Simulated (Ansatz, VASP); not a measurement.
**ZnS: VASP and Ansatz over several settings**

```
CELL_PARAMETERS angstrom
3.83624 0.00000 0.00000
-1.91812 3.32228 0.00000
0.00000 0.00000 6.27529
ATOMIC_POSITIONS crystal
Zn 0.66667 0.33333 0.50000
Zn 0.33333 0.66667 0.00000
S 0.66667 0.33333 0.88500
S 0.33333 0.66667 0.38500
```

Single points on this cell with VASP 6.6.1 and Ansatz 0.2.0. Each row is one pair of runs. Alike in all rows: spin: off; k mesh: 8 × 8 × 5; smearing: fermi-dirac, width 0.05 eV; VASP's potentials, cutoff: VASP PAW PBE potentials, release 64 (Zn, S), 520 eV.

| level | Ansatz's potentials, cutoff | gap on the k mesh at the Fermi level (eV), VASP | gap on the k mesh at the Fermi level (eV), Ansatz | least direct gap on the mesh (eV), VASP | least direct gap on the mesh (eV), Ansatz | pressure (GPa), VASP | pressure (GPa), Ansatz |
| --- | --- | --- | --- | --- | --- | --- | --- |
| RPBE | Ansatz PAW, 420 eV | 2.33 | 2.33 | 2.33 | 2.33 | 3.5 | 3.4 |
| PBE | Ansatz PAW, 420 eV | 2.16 | 2.15 | 2.16 | 2.15 | 1.0 | 0.8 |
| r2SCAN+D4 | Ansatz PAW, 500 eV | 2.73 | 2.72 | 2.73 | 2.72 | -2.2 | -2.2 |

Gap on the k mesh at the fermi level (eV): the two programs differ by at most 0.007; least direct gap on the mesh (eV): the two programs differ by at most 0.007; pressure (GPa): the two programs differ by at most 0.15.

Noted on Ansatz's runs: odd divisions of the mesh miss points on the zone boundary, where band edges often lie, so the gap on the mesh can be too wide.
